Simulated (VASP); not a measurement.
# Ga2BSb3 (P-3m1) in VASP: notebook

Ga2BSb3 is run at these levels: PBE; tasks: single point, relaxation of cell and atoms.

Program: VASP 6.6.1. These are calculated values, not measurements. Logs are shortened: lines on timing, memory, paths and dates and some standing lists are left out, and cuts for length are marked.

### Step 1. The cell of the first run

Symmetry: P-3m1, No. 164, trigonal system. Conventional cell: a = 4.802 Å, b = 4.802 Å, c = 6.013 Å, α = 90.00°, β = 90.00°, γ = 120.00°. Within 3.9 Å of Ga (site symmetry 3m) lie 8 Sb at 2.79 to 3.07 Å and 3 B at 3.25 Å and 3 Ga at 3.82 Å. Within 4.0 Å of B (site symmetry -3m) lie 8 Sb at 3.01 to 3.08 Å and 6 Ga at 3.25 Å. Within 3.7 Å of Sb (site symmetry 3m) lie 5 Ga at 2.79 to 3.03 Å and 3 B at 3.08 Å and 3 Sb at 3.23 Å. Within 4.0 Å of Sb (site symmetry -3m) lie 2 B at 3.01 Å and 6 Ga at 3.07 Å and 6 Sb at 3.23 Å.

The cell was generated, and may not be a known phase.

### Step 2. Single point, PBE

INCAR

```
ALGO = Normal
EDIFF = 1E-6
ENCUT = 520
GGA = PE
ISIF = 2
ISMEAR = 0
LASPH = T
LCHARG = F
LREAL = F
LWAVE = F
NBANDS = 31
NELM = 60
PREC = Accurate
SIGMA = 0.1
```

KPOINTS

```
k-points
0
Gamma
  6 6 4
```

POSCAR

```
Ga2BSb3
1.0
    4.8016422400      0.0000000000      0.0000000000
   -2.4008211200      4.1583441600      0.0000000000
    0.0000000000      0.0000000000      6.0128675500
Ga B Sb
2 1 3
Direct
    0.3333333300      0.6666666700      0.2191410100
    0.6666666700      0.3333333300      0.7808589900
    0.0000000000      0.0000000000      0.5000000000
    0.3333333300      0.6666666700      0.7237790200
    0.6666666700      0.3333333300      0.2762209800
    0.0000000000      0.0000000000      0.0000000000
```

Potentials or basis: VASP PAW PBE potentials, release 64 (Ga_d, B, Sb).

Launch:

```
> cat potpaw_PBE.64/Ga_d/POTCAR potpaw_PBE.64/B/POTCAR potpaw_PBE.64/Sb/POTCAR > POTCAR
> mpirun -np 1 vasp_std > vasp.out
```

OUTCAR:

```text
EDIFF = 1E-6
   ENCUT = 520
   GGA = PE
   ISIF = 2
   ISMEAR = 0
   LASPH = T
   LREAL = F
   NELM = 60
   PREC = Accurate

 ion  position               nearest neighbor table
   1  0.333  0.667  0.219-   5 2.79   5 2.79   5 2.79   4 2.98   4 3.03   6 3.07   6 3.07   6 3.07

   2  0.667  0.333  0.781-   4 2.79   4 2.79   4 2.79   5 2.98   5 3.03   6 3.07   6 3.07   6 3.07

   3  0.000  0.000  0.500-
   4  0.333  0.667  0.724-   2 2.79   2 2.79   2 2.79   1 2.98   1 3.03   6 3.23   6 3.23   6 3.23

   5  0.667  0.333  0.276-   1 2.79   1 2.79   1 2.79   2 2.98   2 3.03   6 3.23   6 3.23   6 3.23

   6  0.000  0.000  0.000-   1 3.07   2 3.07   2 3.07   1 3.07   2 3.07   1 3.07   4 3.23   5 3.23
                             5 3.23   4 3.23   4 3.23   5 3.23

  LATTYP: Found a hexagonal cell.
 ALAT       =     4.8016422400
 C/A-ratio  =     1.2522523023

  Lattice vectors:

 A1 = (   4.8016422400,   0.0000000000,   0.0000000000)
 A2 = (  -2.4008211200,   4.1583441600,   0.0000000000)
 A3 = (   0.0000000000,   0.0000000000,   6.0128675500)

Analysis of symmetry for initial positions (statically):
=====================================================================
 Subroutine PRICEL returns:
 Original cell was already a primitive cell.

 Routine SETGRP: Setting up the symmetry group for a
 hexagonal supercell.

 Subroutine GETGRP returns: Found 12 space group operations
 (whereof 12 operations were pure point group operations)
 out of a pool of 24 trial point group operations.

The static configuration has the point symmetry D_3d.

Analysis of symmetry for dynamics (positions and initial velocities):
=====================================================================
 Subroutine PRICEL returns:
 Original cell was already a primitive cell.

 Routine SETGRP: Setting up the symmetry group for a
 hexagonal supercell.

 Subroutine GETGRP returns: Found 12 space group operations
 (whereof 12 operations were pure point group operations)
 out of a pool of 24 trial point group operations.

The dynamic configuration has the point symmetry D_3d.

 Subroutine INISYM returns: Found 12 space group operations
 (whereof 12 operations are pure point group operations),
 and found     1 'primitive' translations

----------------------------------------------------------------------------------------

                                     Primitive cell

  volume of cell :     120.0582

  direct lattice vectors                    reciprocal lattice vectors
     4.801642240  0.000000000  0.000000000     0.208262080  0.120240168  0.000000000
    -2.400821120  4.158344160  0.000000000     0.000000000  0.240480336  0.000000000
     0.000000000  0.000000000  6.012867550     0.000000000  0.000000000  0.166310000

  length of vectors
     4.801642240  4.801642240  6.012867550     0.240480336  0.240480336  0.166310000

  position of ions in fractional coordinates (direct lattice)
     0.333333330  0.666666670  0.219141010
     0.666666670  0.333333330  0.780858990
     0.000000000  0.000000000  0.500000000
     0.333333330  0.666666670  0.723779020
     0.666666670  0.333333330  0.276220980
     0.000000000  0.000000000  0.000000000

  ion indices of the primitive-cell ions
   primitive index   ion index
                 1           1
                 2           2
                 3           3
                 4           4
                 5           5
                 6           6

----------------------------------------------------------------------------------------

 KPOINTS: k-points

Automatic generation of k-mesh.
 Grid dimensions read from file:
 generate k-points for:    6    6    4

 Generating k-lattice:

  Cartesian coordinates                     Fractional coordinates (reciprocal lattice)
     0.034710347  0.020040028  0.000000000     0.166666667  0.000000000  0.000000000
     0.000000000  0.040080056  0.000000000     0.000000000  0.166666667  0.000000000
     0.000000000  0.000000000  0.041577500     0.000000000  0.000000000  0.250000000

  Length of vectors
     0.040080056  0.040080056  0.041577500

  Shift w.r.t. Gamma in fractional coordinates (k-lattice)
     0.000000000  0.000000000  0.000000000

 Subroutine IBZKPT returns following result:
 ===========================================

 Found     24 irreducible k-points:

 Following reciprocal coordinates:
            Coordinates               Weight
  0.000000  0.000000  0.000000      1.000000
  0.166667 -0.000000  0.000000      6.000000
  0.333333 -0.000000  0.000000      6.000000
  0.500000  0.000000  0.000000      3.000000
  0.166667  0.166667  0.000000      6.000000
  0.333333  0.166667  0.000000     12.000000
[... 16 lines left out ...]
  0.333333  0.166667  0.500000     12.000000
  0.333333  0.333333  0.500000      2.000000
   k-points           NKPTS =     24   k-points in BZ     NKDIM =     24   number of bands    NBANDS=     31
   number of dos      NEDOS =    301   number of ions     NIONS =      6
   total plane-waves  NPLWV =  62208
   dimension x,y,z NGX =    36 NGY =   36 NGZ =   48
   dimension x,y,z NGXF=    72 NGYF=   72 NGZF=   96
   ions per type =               2   1   3
   NGX,Y,Z   is equivalent  to a cutoff of  12.46, 12.46, 13.27 a.u.
   NGXF,Y,Z  is equivalent  to a cutoff of  24.93, 24.93, 26.54 a.u.
 SYSTEM =  unknown system
   PREC   = accura    normal or accurate (medium, high low for compatibility)
   ISTART =      0    job   : 0-new  1-cont  2-samecut
   ICHARG =      2    charge: 1-file 2-atom 10-const
   ISPIN  =      1    spin polarized calculation?
   LNONCOLLINEAR =      F non collinear calculations
   LSORBIT =      F    spin-orbit coupling
   LASPH  =      T    aspherical Exc in radial PAW
   ENCUT  =  520.0 eV  38.22 Ry    6.18 a.u.   8.93  8.93 11.18*2*pi/ulx,y,z
   NELM   =     60;   NELMIN=  2; NELMDL= -5     # of ELM steps
   EDIFF  = 0.1E-05   stopping-criterion for ELM
   LREAL  =      F    real-space projection
   EDIFFG = 0.1E-04   stopping-criterion for IOM
   NSW    =      0    number of steps for IOM
   IBRION =     -1    ionic relax: 0-MD 1-quasi-New 2-CG
   NFREE  =      0    steps in history (QN), initial steepest desc. (CG)
   ISIF   =      2    stress and relaxation
   ISYM   =      2    0-nonsym 1-usesym 2-fastsym
   POTIM  = 0.5000    time-step for ionic-motion
   TEBEG  =    0.0;   TEEND  =   0.0 temperature during run
   PSTRESS=    0.0 pullay stress
   NELECT =      44.0000    total number of electrons
   NUPDOWN=      -1.0000    fix difference up-down
   EMIN   =  10.00;   EMAX   =-10.00  energy-range for DOS
   EFERMI =   0.00;   METHOD = LEGACY
   ISMEAR =     0;   SIGMA  =   0.10  broadening in eV -4-tet -1-fermi 0-gaus
   EFERMI_NEDOS =   21; number of points for ismear=-14 and -15
   IALGO  =     38    algorithm
   IMIX   =      4    mixing-type and parameters
     AMIX     =   0.40;   BMIX     =  1.00
     AMIX_MAG =   1.60;   BMIX_MAG =  1.00
  volume/ion in A,a.u.               =      20.01       135.03
  Fermi-wavevector in a.u.,A,eV,Ry     =   1.171553  2.213913 18.674477  1.372535
  Thomas-Fermi vector in A             =   2.307995
   LORBIT       =      0    0 simple, 1 ext, 2 COOP (PROOUT), +10 PAW based schemes
   GGA     = PE    functional components
   LHFCALC =     F    Hartree Fock is set to
   AEXX    =    0.0000 exact exchange contribution
   IVDW    =     0    specifies the selected vdW correction
   LEPSILON=     F    determine dielectric tensor
   LRPA    =     F    only Hartree local field effects (RPA)
 non-spin polarized calculation
 Gauss-broadening in eV      SIGMA  =   0.10
  energy-cutoff  :      520.00
  volume of cell :      120.06
 maximum number of plane-waves:      3252
   NGX = 17   NGY = 17   NGZ = 23

 number of electron      43.9999992 magnetization

 Free energy of the ion-electron system (eV)
  ---------------------------------------------------
  ext. energy  EPLUGINS =         0.00000000
  ---------------------------------------------------
  free energy    TOTEN  =       -20.37987883 eV

  energy without entropy =      -20.36183050  energy(sigma->0) =      -20.37085467

 E-fermi :   8.0301     XC(G=0): -10.8205

 val. band max:        8.0298820361   @ k =   0.5000   0.0000   0.2500
 cond. band min:       8.0336055192   @ k =   0.1667  -0.0000   0.2500
 fundamental gap:      0.0037234832
 Fermi energy:         8.0301135208

 k-point     1 :       0.0000    0.0000    0.0000
  band No.  band energies     occupation
      1      -6.9331      2.00000
      2      -6.8898      2.00000
      3      -6.8898      2.00000
      4      -6.8765      2.00000
      5      -6.8765      2.00000
      6      -6.8658      2.00000
[... 23 lines left out ...]
     30      11.0368      0.00000
     31      12.5700      0.00000

 k-point     2 :       0.1667   -0.0000    0.0000
  band No.  band energies     occupation
      1      -6.9295      2.00000
      2      -6.8952      2.00000
      3      -6.8859      2.00000
      4      -6.8754      2.00000
      5      -6.8739      2.00000
      6      -6.8632      2.00000
[... 23 lines left out ...]
     30      11.9815      0.00000
     31      13.1188      0.00000

 k-point     3 :       0.3333   -0.0000    0.0000
  band No.  band energies     occupation
      1      -6.9282      2.00000
      2      -6.8991      2.00000
      3      -6.8785      2.00000
      4      -6.8746      2.00000
      5      -6.8692      2.00000
      6      -6.8628      2.00000
[... 23 lines left out ...]
     30      13.0057      0.00000
     31      13.9816      0.00000

 k-point     4 :       0.5000    0.0000    0.0000
  band No.  band energies     occupation
      1      -6.9310      2.00000
      2      -6.8977      2.00000
      3      -6.8753      2.00000
      4      -6.8745      2.00000
      5      -6.8669      2.00000
      6      -6.8644      2.00000
[... 635 lines left out ...]
     30      11.6599      0.00000
     31      13.1535      0.00000

 k-point    23 :       0.3333    0.1667    0.5000
  band No.  band energies     occupation
      1      -6.9071      2.00000
      2      -6.8927      2.00000
      3      -6.8804      2.00000
      4      -6.8757      2.00000
      5      -6.8731      2.00000
      6      -6.8715      2.00000
[... 23 lines left out ...]
     30      12.5036      0.00000
     31      13.3812      0.00000

 k-point    24 :       0.3333    0.3333    0.5000
  band No.  band energies     occupation
      1      -6.8936      2.00000
      2      -6.8936      2.00000
      3      -6.8903      2.00000
      4      -6.8757      2.00000
      5      -6.8757      2.00000
      6      -6.8695      2.00000
[... 23 lines left out ...]
     30      13.1344      0.00000
     31      14.9083      0.00000

------------------------ aborting loop because EDIFF is reached ----------------------------------------

  FORCE on cell =-STRESS in cart. coord.  units (eV):
  Direction    XX          YY          ZZ          XY          YZ          ZX
  --------------------------------------------------------------------------------------
  -------------------------------------------------------------------------------------
  Total        7.2207811      7.2207811      0.2654955      0.0000000      0.0000000      0.0000000
  in kB       96.3613542     96.3613542      3.5430380      0.0000000      0.0000000      0.0000000
  external PRESSURE =      65.4219155 kB  Pullay stress =       0.0000000 kB

 VOLUME and BASIS-vectors are now :
 -----------------------------------------------------------------------------
  energy-cutoff  :      520.00
  volume of cell :      120.06
      direct lattice vectors                 reciprocal lattice vectors
     4.801642240  0.000000000  0.000000000     0.208262080  0.120240168  0.000000000
    -2.400821120  4.158344160  0.000000000     0.000000000  0.240480336  0.000000000
     0.000000000  0.000000000  6.012867550     0.000000000  0.000000000  0.166310000

 POSITION                                       TOTAL-FORCE (eV/Angst)
 -----------------------------------------------------------------------------------
     -0.00000      2.77223      1.31767        -0.000000      0.000000      0.290398
      2.40082      1.38611      4.69520         0.000000     -0.000000     -0.290398
      0.00000      0.00000      3.00643         0.000000      0.000000      0.000000
     -0.00000      2.77223      4.35199         0.000000      0.000000     -0.895478
      2.40082      1.38611      1.66088         0.000000     -0.000000      0.895478
      0.00000      0.00000      0.00000         0.000000      0.000000      0.000000
 -----------------------------------------------------------------------------------
    total drift:                               -0.000000      0.000000     -0.000000

  FREE ENERGIE OF THE ION-ELECTRON SYSTEM (eV)
  ---------------------------------------------------
  free  energy   TOTEN  =       -20.3798788279 eV

  energy  without entropy=      -20.3618305036  energy(sigma->0) =      -20.37085467
```

Wall time 1.7 min (1 thread of Intel Xeon 8259CL, shared host); peak memory 0.28 GiB.

What came out:

```
Free energy            : -20.3799 eV
Pressure               : 6.5 GPa
Largest force          : 0.895 eV/Å
Band gap on the k mesh : zero (bands 22 and 23 overlap by 2.76 eV)
```

Forces in eV/Å, atoms in the order of the input:
```
Ga   0.000  0.000  0.290
Ga   0.000  0.000 -0.290
B    0.000  0.000  0.000
Sb   0.000  0.000 -0.895
Sb   0.000  0.000  0.895
Sb   0.000  0.000  0.000
```

Levels at points of the mesh, in eV from the Fermi level:
```tsv
k point	band 20	band 21	band 22	band 23	band 24	band 25
(0.00, 0.00, 0.00)	-1.39	-0.86	-0.78	-0.64	-0.64	-0.29
(0.50, 0.00, 0.00)	-1.89	-1.87	-0.40	1.76	1.84	2.77
(0.00, 0.00, 0.50)	-2.41	-2.39	-1.86	-1.86	-1.50	-1.02
(0.50, 0.00, 0.50)	-0.97	-0.39	-0.36	2.27	2.32	2.34
```

Caveat: the stress differs along the axes, from 0 to 10 GPa; spin-orbit coupling is left out, which moves the levels of the heavy elements.

### Step 3. Relaxation of cell and atoms, PBE

INCAR

```
SYSTEM = Ga2BSb3
ALGO = Normal
EDIFF = 1E-7
EDIFFG = -0.04
ENCUT = 600
GGA = PE
IBRION = 2
ISIF = 3
ISMEAR = 0
LASPH = .TRUE.
LCHARG = .FALSE.
LREAL = .FALSE.
LWAVE = .FALSE.
NELM = 80
NSW = 90
PREC = Accurate
SIGMA = 0.1
```

KPOINTS

```
k-points
0
G
  6 6 4
  0 0 0
```

POSCAR is that of step 2.

Potentials or basis: VASP PAW PBE potentials, release 64 (Ga_d, B, Sb).

Launch:

```
> cat potpaw_PBE.64/Ga_d/POTCAR potpaw_PBE.64/B/POTCAR potpaw_PBE.64/Sb/POTCAR > POTCAR
> mpirun -np 1 vasp_std > vasp.out
```

Wall time 68 min (1 thread of Intel Xeon 8259CL, shared host); peak memory 0.35 GiB.

It converged, with:

| Property | Result |
| --- | --- |
| Free energy | -21.4864 eV |
| Relaxed volume | 21.84 Å³/atom |
| Relaxed cell | a = 5.131 Å, b = 5.131 Å, c = 5.745 Å, α = 90.00°, β = 90.00°, γ = 120.00° |
| Space group after relaxing (to 0.1 Å) | P6/mmm (No. 191) |
| Energy gained by relaxing | 184.4 meV/atom |
| Ionic steps | 47 |
| Pressure after relaxing | 0.0 GPa |
| Largest force after relaxing | 0.035 eV/Å |

Forces on the atoms (eV/Å):
```
Ga   0.000  0.000  0.016
Ga   0.000  0.000 -0.016
B    0.000  0.000  0.000
Sb   0.000  0.000 -0.035
Sb   0.000  0.000  0.035
Sb   0.000  0.000  0.000
```

Stress tensor (GPa, compression positive):
```
 0.01  0.00  0.00
 0.00  0.01  0.00
 0.00  0.00 -0.07
```

The path:
```csv
step,energy change (eV),largest force (eV/Å),pressure (GPa),volume (Å³)
1,0.0000,0.8951,6.53,120.06
3,-0.3646,0.3234,-1.14,132.48
5,-0.4151,0.1683,-0.07,129.34
7,-0.4244,0.1490,0.40,128.06
9,-0.4342,0.2016,-0.45,129.76
11,-0.4361,0.2302,-0.98,130.89
13,-0.4414,0.2433,-1.06,131.00
15,-0.4687,0.2886,-1.43,131.53
17,-0.6257,0.3067,-2.18,133.60
19,-0.7505,0.2411,-1.65,134.86
21,-0.8008,0.3679,0.40,132.79
23,-0.8727,0.5008,0.54,131.68
25,-0.9787,0.5238,0.11,130.95
27,-1.0599,0.2057,0.03,130.12
29,-1.0653,0.1629,0.10,130.14
31,-1.0701,0.0600,-0.04,130.82
33,-1.0746,0.1246,-0.09,131.02
35,-1.0824,0.1304,0.33,130.05
37,-1.0845,0.1284,0.70,129.20
39,-1.0875,0.1130,0.65,129.30
41,-1.0978,0.0497,0.47,129.80
43,-1.1050,0.0663,0.09,130.70
45,-1.1063,0.0463,0.01,130.93
47,-1.1065,0.0353,-0.02,131.01
```

Final structure:
```cif
data_structure
_symmetry_space_group_name_H-M 'P 1'
_symmetry_Int_Tables_number 1
_cell_length_a 5.1314
_cell_length_b 5.1314
_cell_length_c 5.7454
_cell_angle_alpha 90.000
_cell_angle_beta 90.000
_cell_angle_gamma 120.000
_cell_volume 131.01
loop_
_atom_site_label
_atom_site_type_symbol
_atom_site_fract_x
_atom_site_fract_y
_atom_site_fract_z
_atom_site_occupancy
Ga1 Ga 0.33333 0.66667 0.00678 1
Ga2 Ga 0.66667 0.33333 0.99322 1
B1 B 0.00000 0.00000 0.50000 1
Sb1 Sb 0.33333 0.66667 0.50777 1
Sb2 Sb 0.66667 0.33333 0.49223 1
Sb3 Sb 0.00000 0.00000 0.00000 1
```

Levels at points of the mesh, in eV from the Fermi level:
| k point | band 18 | band 19 | band 20 | band 21 | band 22 | band 23 | band 24 | band 25 | band 26 |
| --- | --- | --- | --- | --- | --- | --- | --- | --- | --- |
| (0.00, 0.00, 0.00) | -3.20 | -3.20 | -2.59 | -1.50 | -1.03 | -0.96 | -0.82 | -0.82 | -0.03 |
| (0.50, 0.00, 0.00) | -3.70 | -3.32 | -2.76 | -1.79 | 0.31 | 0.42 | 1.92 | 2.56 | 3.30 |
| (0.00, 0.00, 0.50) | -3.32 | -2.35 | -2.35 | -2.19 | -2.19 | -1.23 | -1.06 | -1.06 | -0.84 |
| (0.50, 0.00, 0.50) | -3.90 | -0.22 | 0.09 | 0.36 | 0.71 | 1.11 | 1.84 | 2.26 | 2.47 |

Caveat: the highest band is partly filled, so the run has too few bands; spin-orbit coupling is left out, which moves the levels of the heavy elements.
